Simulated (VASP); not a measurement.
# SbP3 (R-3m) in VASP: single point with r2SCAN

Aim: the single point of SbP3 with r2SCAN.

Program: VASP 6.6.1. These are calculated values, not measurements. Logs are shortened: lines on timing, memory, paths and dates and some standing lists are left out, and cuts for length are marked.

### 1 The cell of the first run

The structure is trigonal, space group R-3m (No. 166). Conventional cell: a = 7.392 Å, b = 7.392 Å, c = 10.414 Å, α = 90.00°, β = 90.00°, γ = 120.00°. Within 3.5 Å of Sb (site symmetry 3m) lie 6 P at 2.62 to 2.98 Å. Within 3.0 Å of P (site symmetry m) lie 2 P at 2.22 Å and 2 Sb at 2.62 to 2.98 Å.

### 2 Single point, r2SCAN

POSCAR

```
SbP3
1.0
    3.6961680000      2.1339840000      3.4714310000
   -3.6961680000      2.1339840000      3.4714310000
    0.0000000000     -4.2679680000      3.4714310000
Sb P
2 6
Direct
    0.2690000000      0.2690000000      0.2690000000
    0.7310000000      0.7310000000      0.7310000000
    0.7970000000      0.2520000000      0.7970000000
    0.7970000000      0.7970000000      0.2520000000
    0.2520000000      0.7970000000      0.7970000000
    0.2030000000      0.7480000000      0.2030000000
    0.7480000000      0.2030000000      0.2030000000
    0.2030000000      0.2030000000      0.7480000000
```

INCAR.step1

```
SYSTEM = SbP3
PREC     = Accurate       ! precision mode
ENCUT    = 520            ! plane-wave cutoff, eV
ISMEAR   = -1             ! smearing method
SIGMA    = 0.1            ! smearing width, eV
LREAL    = .False.        ! projectors in reciprocal space
LASPH    = .True.         ! aspherical terms in the spheres
NELM     = 60             ! most SCF steps
NBANDS   = 30             ! bands
GGA      = PE             ! functional
ALGO     = Normal         ! electronic algorithm
EDIFF    = 1E-4           ! SCF threshold, eV
LWAVE    = .True.         ! write WAVECAR
LCHARG   = .False.        ! write CHGCAR
```

INCAR.step2

```
SYSTEM = SbP3
PREC     = Accurate       ! precision mode
ENCUT    = 520            ! plane-wave cutoff, eV
EDIFF    = 1E-6           ! SCF threshold, eV
ISMEAR   = -1             ! smearing method
SIGMA    = 0.1            ! smearing width, eV
LREAL    = .False.        ! projectors in reciprocal space
LASPH    = .True.         ! aspherical terms in the spheres
NELM     = 60             ! most SCF steps
ALGO     = Normal         ! electronic algorithm
ISIF     = 2              ! what is computed and relaxed
LWAVE    = .False.        ! write WAVECAR
LCHARG   = .False.        ! write CHGCAR
METAGGA  = R2SCAN         ! meta-GGA
LMIXTAU  = .True.       
NBANDS   = 30             ! bands
ISTART   = 1
```

KPOINTS

```
regular mesh
0
Gamma
  6 6 6
  0 0 0
```

Potentials or basis: VASP PAW PBE potentials, release 64 (Sb, P).

The run is started by

```sh
cat potpaw_PBE.64/Sb/POTCAR potpaw_PBE.64/P/POTCAR > POTCAR
cp INCAR.step1 INCAR
mpirun -np 1 vasp_std > vasp.out
cp INCAR.step2 INCAR
mpirun -np 1 vasp_std > vasp.out
```

OUTCAR:

```text
SYSTEM = SbP3
   PREC = Accurate
   ENCUT = 520
   EDIFF = 1E-6
   ISMEAR = -1
   LREAL = .False.
   LASPH = .True.
   NELM = 60
   ISIF = 2
   METAGGA = R2SCAN
   ISTART = 1

 ion  position               nearest neighbor table
   1  0.269  0.269  0.269-   6 2.62   7 2.62   8 2.62   6 2.98   7 2.98   8 2.98
   2  0.731  0.731  0.731-   3 2.62   5 2.62   4 2.62   3 2.98   5 2.98   4 2.98
   3  0.797  0.252  0.797-   8 2.22   7 2.22   2 2.62   2 2.98
   4  0.797  0.797  0.252-   6 2.22   7 2.22   2 2.62   2 2.98
   5  0.252  0.797  0.797-   8 2.22   6 2.22   2 2.62   2 2.98
   6  0.203  0.748  0.203-   4 2.22   5 2.22   1 2.62   1 2.98
   7  0.748  0.203  0.203-   4 2.22   3 2.22   1 2.62   1 2.98
   8  0.203  0.203  0.748-   3 2.22   5 2.22   1 2.62   1 2.98

  LATTYP: Found a trigonal (rhomboedric) cell.
 ALAT       =     5.5014892563
 COS(alpha) =     0.0972385077

  Lattice vectors:

 A1 = (   3.6961680000,   2.1339840000,   3.4714310000)
 A2 = (  -3.6961680000,   2.1339840000,   3.4714310000)
 A3 = (   0.0000000000,  -4.2679680000,   3.4714310000)

Analysis of symmetry for initial positions (statically):
=====================================================================
 Subroutine PRICEL returns:
 Original cell was already a primitive cell.

 Routine SETGRP: Setting up the symmetry group for a
 trigonal (rhombohedral) supercell.

 Subroutine GETGRP returns: Found 12 space group operations
 (whereof 12 operations were pure point group operations)
 out of a pool of 12 trial point group operations.

The static configuration has the point symmetry D_3d.

Analysis of symmetry for dynamics (positions and initial velocities):
=====================================================================
 Subroutine PRICEL returns:
 Original cell was already a primitive cell.

 Routine SETGRP: Setting up the symmetry group for a
 trigonal (rhombohedral) supercell.

 Subroutine GETGRP returns: Found 12 space group operations
 (whereof 12 operations were pure point group operations)
 out of a pool of 12 trial point group operations.

The dynamic configuration has the point symmetry D_3d.

 Subroutine INISYM returns: Found 12 space group operations
 (whereof 12 operations are pure point group operations),
 and found     1 'primitive' translations

----------------------------------------------------------------------------------------

                                     Primitive cell

  volume of cell :     164.2868

  direct lattice vectors                    reciprocal lattice vectors
[... 101 lines left out ...]
   EDIFFG = 0.1E-04   stopping-criterion for IOM
   NSW    =      0    number of steps for IOM
   IBRION =     -1    ionic relax: 0-MD 1-quasi-New 2-CG
   NFREE  =      0    steps in history (QN), initial steepest desc. (CG)
   ISIF   =      2    stress and relaxation
   ISYM   =      2    0-nonsym 1-usesym 2-fastsym
   POTIM  = 0.5000    time-step for ionic-motion
   TEBEG  =    0.0;   TEEND  =   0.0 temperature during run
   PSTRESS=    0.0 pullay stress
   NELECT =      40.0000    total number of electrons
   NUPDOWN=      -1.0000    fix difference up-down
   EMIN   =  10.00;   EMAX   =-10.00  energy-range for DOS
   EFERMI =   0.00;   METHOD = LEGACY
   ISMEAR =    -1;   SIGMA  =   0.10  broadening in eV -4-tet -1-fermi 0-gaus
   EFERMI_NEDOS =   21; number of points for ismear=-14 and -15
   IALGO  =     38    algorithm
   IMIX   =      4    mixing-type and parameters
     AMIX     =   0.40;   BMIX     =  1.00
     AMIX_MAG =   1.60;   BMIX_MAG =  1.00
  volume/ion in A,a.u.               =      20.54       138.58
  Fermi-wavevector in a.u.,A,eV,Ry     =   1.022258  1.931788 14.218250  1.045012
  Thomas-Fermi vector in A             =   2.155928
   LORBIT       =      0    0 simple, 1 ext, 2 COOP (PROOUT), +10 PAW based schemes
   METAGGA = R2SCAN    functional components
   LHFCALC =     F    Hartree Fock is set to
   AEXX    =    0.0000 exact exchange contribution
   IVDW    =     0    specifies the selected vdW correction
   LEPSILON=     F    determine dielectric tensor
   LRPA    =     F    only Hartree local field effects (RPA)
 non-spin polarized calculation
  energy-cutoff  :      520.00
  volume of cell :      164.29
 maximum number of plane-waves:      4442
 NGX is ok and might be reduce to    42
   NGX = 21   NGY = 21   NGZ = 21

 number of electron      40.0000010 magnetization

 Free energy of the ion-electron system (eV)
  ---------------------------------------------------
  ext. energy  EPLUGINS =         0.00000000
  ---------------------------------------------------
  free energy    TOTEN  =      -104.14988413 eV

  energy without entropy =     -104.08603937  energy(sigma->0) =     -104.11796175

 E-fermi :   7.9431     XC(G=0): -10.5099

 val. band max:        7.9178993304   @ k =   0.3333   0.3333   0.1667
 cond. band min:       7.9484565055   @ k =   0.5000   0.3333   0.3333
 fundamental gap:      0.0305571752
 Fermi energy:         7.9430714528

 k-point     1 :       0.0000    0.0000    0.0000
  band No.  band energies     occupation
      1      -8.4819      2.00000
      2      -5.7127      2.00000
      3      -5.7127      2.00000
      4      -3.8557      2.00000
      5      -2.5095      2.00000
      6      -2.5095      2.00000
[... 781 lines left out ...]
     29      11.1195      0.00000
     30      11.4628      0.00000

 [... further k-points ...]
[... 5 lines left out ...]
  --------------------------------------------------------------------------------------
  -------------------------------------------------------------------------------------
  Total        4.3428871      4.3428888      4.1680864      0.0000000      0.0000000     -0.0000000
  in kB       42.3532239     42.3532401     40.6485117      0.0000000      0.0000000     -0.0000000
  external PRESSURE =      41.7849919 kB  Pullay stress =       0.0000000 kB

 VOLUME and BASIS-vectors are now :
 -----------------------------------------------------------------------------
  energy-cutoff  :      520.00
  volume of cell :      164.29
      direct lattice vectors                 reciprocal lattice vectors
     3.696168000  2.133984000  3.471431000     0.135275236  0.078101179  0.096021881
    -3.696168000  2.133984000  3.471431000    -0.135275236  0.078101179  0.096021881
     0.000000000 -4.267968000  3.471431000     0.000000000 -0.156202358  0.096021881

 POSITION                                       TOTAL-FORCE (eV/Angst)
 -----------------------------------------------------------------------------------
      0.00000      0.00000      2.80144        -0.000000     -0.000000     -0.840089
      0.00000      0.00000      7.61285        -0.000000      0.000000      0.840089
      2.01441     -1.16302      6.40826        -0.072375      0.041786     -0.458041
      0.00000      2.32604      6.40826        -0.000000     -0.083572     -0.458041
     -2.01441     -1.16302      6.40826         0.072375      0.041786     -0.458041
     -2.01441      1.16302      4.00603         0.072375     -0.041786      0.458041
      2.01441      1.16302      4.00603        -0.072375     -0.041786      0.458041
      0.00000     -2.32604      4.00603        -0.000000      0.083572      0.458041
 -----------------------------------------------------------------------------------
    total drift:                               -0.000000      0.000000     -0.000000

  FREE ENERGIE OF THE ION-ELECTRON SYSTEM (eV)
  ---------------------------------------------------
  free  energy   TOTEN  =      -104.1498841296 eV

  energy  without entropy=     -104.0860393720  energy(sigma->0) =     -104.11796175
```

Run time: 5.7 min. Hardware: 1 thread of AMD EPYC 7R13 (Zen 3), shared host; peak memory 0.33 GiB.

What came out:

* Free energy: -104.1499 eV
* Pressure: 4.2 GPa
* Largest force: 0.840 eV/Å
* Band gap on the k mesh: zero (bands 20 and 21 overlap by 0.29 eV)

Forces on the atoms (eV/Å):
```
Sb   0.000  0.000 -0.840
Sb   0.000  0.000  0.840
P   -0.072  0.042 -0.458
P    0.000 -0.084 -0.458
P    0.072  0.042 -0.458
P    0.072 -0.042  0.458
P   -0.072 -0.042  0.458
P    0.000  0.084  0.458
```

Stress tensor (GPa, compression positive):
```
4.24 0.00 0.00
0.00 4.24 0.00
0.00 0.00 4.06
```

Caveat: the cell stands under pressure; the PAW data sets were made with another functional, which shifts forces and pressure a little; spin-orbit coupling is left out, which moves the levels of the heavy elements.
